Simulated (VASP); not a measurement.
Write the native input for VASP 6.6.1 that does the following.

```yaml
Task: relaxation of cell and atoms
Functional: PBE
Potentials_or_basis: VASP PAW PBE potentials, release 64 (Mn_pv, Si)
Cutoff: 600 eV
k_mesh: 6 × 6 × 6
Occupations: gaussian, width 0.1 eV
Spin: collinear spin, ferromagnetic start
Starting_moments: "[5.52, 0.0, 0.0, 0.0, 0.0, 0.0, 0.0] μB"
Dipole_correction: no
Further_INCAR_settings: ALGO = Normal; EDIFF = 1e-07; IBRION = 2; EDIFFG = -0.01; NSW = 100; ISIF = 3
```

The structure of MnSi6 lies in POSCAR:

```
MnSi6
1.0
    5.8833294383      0.0000000000      0.0000000000
    0.0000000000      5.8833294383      0.0000000000
    0.0000000000      0.0000000000      5.8833294383
Mn Si
1 6
Direct
    0.0000000000      0.0000000000      0.0000000000
    0.2040433517      0.5000000000      0.5000000000
    0.5000000000      0.2040433517      0.5000000000
    0.7959566483      0.5000000000      0.5000000000
    0.5000000000      0.7959566483      0.5000000000
    0.5000000000      0.5000000000      0.2040433517
    0.5000000000      0.5000000000      0.7959566483
```

The cell was built from a structure type or drawn by symmetry, and may not be a known phase.

The input as run:

INCAR

```
PREC = Accurate
ENCUT = 600
EDIFF = 1E-7
ISMEAR = 0
SIGMA = 0.1
LREAL = False
LASPH = True
NELM = 150
ALGO = Normal
ISIF = 3
LWAVE = False
LCHARG = False
ISPIN = 2
MAGMOM = 5.52 0 0 0 0 0 0
LORBIT = 11
LMAXMIX = 4
GGA = PE
IBRION = 2
NSW = 100
EDIFFG = -0.01
```

KPOINTS

```
regular mesh
0
Gamma
  6 6 6
```

Potentials or basis: VASP PAW PBE potentials, release 64 (Mn_pv, Si).

Launch:

```bash
$ cat potpaw_PBE.64/Mn_pv/POTCAR potpaw_PBE.64/Si/POTCAR > POTCAR
$ mpirun -np 1 vasp_std > vasp.out
```

It gave:

The relaxed volume is 31.01 Å³/atom and the relaxed cell is a = 6.010 Å, b = 6.010 Å, c = 6.010 Å, α = 90.00°, β = 90.00°, γ = 90.00°. The space group after relaxing (to 0.1 Å) is Pm-3m (No. 221). The energy gained by relaxing is 5.4 meV/atom and the ionic steps are 9. The pressure after relaxing is 0.0 GPa and the largest force after relaxing is 0.006 eV/Å. The net moment is 4.51 μB per cell. The site moments are Mn +4.58; Si -0.02 μB and the valence electrons inside the program's atomic spheres are Mn 11.18; Si 1.61.

It took 57 min on 1 thread of Oxide Virtual Turin-like Processor, with other jobs on the host, peak memory 0.49 GiB.
